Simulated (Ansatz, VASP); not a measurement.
C: VASP beside Ansatz

File INCAR:

```
PREC = Accurate
ENCUT = 520
EDIFF = 1E-7
ISMEAR = -1
SIGMA = 0.05
LREAL = False
LASPH = True
NELM = 60
ALGO = Normal
ISIF = 2
LWAVE = False
LCHARG = True
GGA = PE
ALDAC = 0.0
AGGAC = 0.0
LELF = True
LVHAR = True
NBANDS = 26
```

KPOINTS

```
Automatic mesh
0
Gamma
  12 12 4
```

Contents of POSCAR:

```
C
1.0
    2.5221000000      0.0000000000      0.0000000000
   -1.2610500000      2.1842026709      0.0000000000
    0.0000000000      0.0000000000      8.2371000000
C
8
Direct
    0.6666666667      0.3333333333      0.8437500000
    0.3333333333      0.6666666667      0.3437500000
    0.6666666667      0.3333333333      0.6562500000
    0.3333333333      0.6666666667      0.1562500000
    0.0000000000      0.0000000000      0.9062500000
    0.0000000000      0.0000000000      0.4062500000
    0.0000000000      0.0000000000      0.5937500000
    0.0000000000      0.0000000000      0.0937500000
```

Contents of input.yaml:

```yaml
crystal:
  lattice:
    - [2.5221, 0.0, 0.0]
    - [-1.26105, 2.1842026709, 0.0]
    - [0.0, 0.0, 8.2371]
  atoms:
    - { symbol: C, position: [0.6666666667, 0.3333333333, 0.84375] }
    - { symbol: C, position: [0.3333333333, 0.6666666667, 0.34375] }
    - { symbol: C, position: [0.6666666667, 0.3333333333, 0.65625] }
    - { symbol: C, position: [0.3333333333, 0.6666666667, 0.15625] }
    - { symbol: C, position: [0.0, 0.0, 0.90625] }
    - { symbol: C, position: [0.0, 0.0, 0.40625] }
    - { symbol: C, position: [0.0, 0.0, 0.59375] }
    - { symbol: C, position: [0.0, 0.0, 0.09375] }
hamiltonian:
  xc: { exchange: pbe, correlation: none }
  pseudopotentials: { kind: paw }
kpoints:
  mp_grid: { grid: [12, 12, 4] }
scf:
  occupations: { method: fermi_dirac, width: 0.05 }
output:
  forces: true
  stress: true
  eigenvalues: true
  write_density: true
  write_potential: true
  elf: true
  volumetric_format: npy
```

Alike in both runs: task single point; functional PBE exchange alone; k mesh 12 × 12 × 4; occupations fermi-dirac, width 0.05 eV; no spin polarisation.

|  | VASP | Ansatz |
| --- | --- | --- |
| version | VASP 6.6.1 | Ansatz 0.2.0 |
| potentials or method | VASP PAW PBE potentials, release 64 (C) | Ansatz PAW |
| plane-wave cutoff (eV) | 520 | 420 |
| valence electrons in the cell | 32 | 32 |

|  | VASP | Ansatz | Ansatz less VASP |
| --- | --- | --- | --- |
| gap on the k mesh at the Fermi level (eV) | 4.77 | 4.77 | +0.004 |
| least direct gap on the mesh (eV) | 5.33 | 5.33 | -0.003 |
| rms of the force components (eV/Å) | 0.190 | 0.189 | -0.0002 |

VASP's potentials were made for PBE, not for PBE exchange alone. Atom by atom the forces differ by 0.001 eV/Å (rms over components).

Noted on Ansatz's run: Pulay correction over one GPa.
